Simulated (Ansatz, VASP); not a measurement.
**Two plane-wave programs on TiB2**

```
Ti B
1.0
     3.03210    0.00000    0.00000
    -1.51605    2.62588    0.00000
     0.00000    0.00000    3.22341
Ti B
1 2
Direct
  0.00000 0.00000 0.00000
  0.33333 0.66667 0.50000
  0.66667 0.33333 0.50000
```

Alike in both runs: functional PBE; k mesh 15 × 15 × 14; occupations gaussian, width 0.1 eV; no spin polarisation.

Ansatz relaxed the structure, and its values are those at the end. VASP's run is a single point on that final structure, the one shown.

|  | VASP | Ansatz |
| --- | --- | --- |
| version | VASP 6.6.1 | Ansatz 0.2.0 |
| potentials or method | VASP PAW PBE potentials, release 64 (Ti_sv, B), cutoff 520 eV | scalar-relativistic, plane waves, PAW |
| valence electrons in the cell | 18 | 18 |

```csv
,VASP,Ansatz,Ansatz less VASP
gap on the k mesh at the Fermi level (eV),none,none,-
pressure (GPa),0.3,0.0,-0.21
```

A gap of «none» marks a metal or a gap that the smearing closes. With one functional, cell and mesh, what is left measures potentials, basis and numerics.
